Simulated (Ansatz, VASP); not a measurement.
# AlCo in VASP and in Ansatz

The input INCAR:

```
ALGO = Normal
EDIFF = 1E-7
ENCUT = 520
GGA = PS
ISIF = 2
ISMEAR = 0
LASPH = True
LCHARG = True
LELF = True
LREAL = False
LVHAR = True
LWAVE = False
NBANDS = 13
NELM = 80
PREC = Accurate
SIGMA = 0.15
```

File KPOINTS:

```
k-points
0
Gamma
  16 16 16
```

File POSCAR:

```
AlCo
1.0
    2.8194032100      0.0000000000      0.0000000000
    0.0000000000      2.8194032100      0.0000000000
    0.0000000000      0.0000000000      2.8194032100
Al Co
1 1
Direct
    0.0000000000      0.0000000000      0.0000000000
    0.5399020614      0.5000000000      0.5000000000
```

Input for Ansatz:

```yaml
crystal:
  lattice:
    - [2.81940321, 0.0, 0.0]
    - [0.0, 2.81940321, 0.0]
    - [0.0, 0.0, 2.81940321]
  atoms:
    - { symbol: Al, position: [0.0, 0.0, 0.0] }
    - { symbol: Co, position: [0.5399020614, 0.5, 0.5] }
basis:
  ecutwfc: 420
kpoints:
  mp_grid: { grid: [16, 16, 16] }
hamiltonian:
  xc: pbesol
scf:
  occupations: { method: gaussian, width: 0.15 }
output:
  forces: true
  stress: true
  eigenvalues: true
```

Change from the starting cell: all Co atoms moved +0.113 Å, as atom 2 along Cartesian [1 0 0].

Alike in both runs: task single point; functional PBEsol; k mesh 16 × 16 × 16; occupations gaussian, width 0.15 eV; no spin polarisation.

|  | VASP | Ansatz |
| --- | --- | --- |
| version | VASP 6.6.1 | Ansatz 0.2.0 |
| potentials or method | VASP PAW PBE potentials, release 64 (Al, Co), cutoff 520 eV | scalar-relativistic, plane waves, PAW |
| valence electrons in the cell | 12 | 20 |

```tsv
	VASP	Ansatz	Ansatz less VASP
gap on the k mesh at the Fermi level (eV)	none	none	-
pressure (GPa)	1.8	1.7	-0.09
traceless stress, the component that is largest in VASP (GPa)	-0.56	-0.55	+0.012
rms of the force components (eV/Å)	0.520	0.516	-0.0036
```

VASP's potentials were made for PBE, not for PBEsol. Atom by atom the forces differ by 0.004 eV/Å (rms over components). A gap of «none» marks a metal or a gap that the smearing closes. The functional is the same, so the differences come from potentials, cutoffs and numerics. VASP's potentials hold 12 valence electrons a cell and Ansatz's 20, so a difference there can come from the potentials and not from the codes.
